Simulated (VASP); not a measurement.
A run of VASP 6.6.1:

The input INCAR:

```
SYSTEM = Cd
PREC = Accurate
ENCUT = 630
EDIFF = 1E-6
ISMEAR = 0
SIGMA = 0.15
LREAL = .False.
LASPH = .True.
NELM = 120
ALGO = Normal
ISIF = 2
LWAVE = .False.
LCHARG = .False.
GGA = PS
NBANDS = 27
GGA_COMPAT = .False.
```

KPOINTS

```
regular mesh
0
Gamma
  18 18 8
  0 0 0
```

The input POSCAR:

```
Cd
1.0
    2.8895063328      0.0000000000      0.0000000000
   -1.4447531664      2.5023858886      0.0000000000
    0.0000000000      0.0000000000      5.6176500000
Cd
2
Direct
    0.3333333333      0.6666666667      0.2500000000
    0.6666666667      0.3333333333      0.7500000000
```

Potentials or basis: VASP PAW PBE potentials, release 64 (Cd_sv_GW).

Command:

```sh
$ cat potpaw_PBE.64/Cd_sv_GW/POTCAR > POTCAR
$ mpirun -np 1 vasp_std > vasp.out
```

Hardware: 1 thread of Intel(R) Xeon(R) Platinum 8488C (Sapphire Rapids), with other jobs on the host.

Q: Estimate the wall time of this run.

A: Wall time 2.9 min on 1 thread of Intel(R) Xeon(R) Platinum 8488C (Sapphire Rapids), with other jobs on the host, peak memory 0.36 GiB. Counts: scf iterations 11, k points 185.
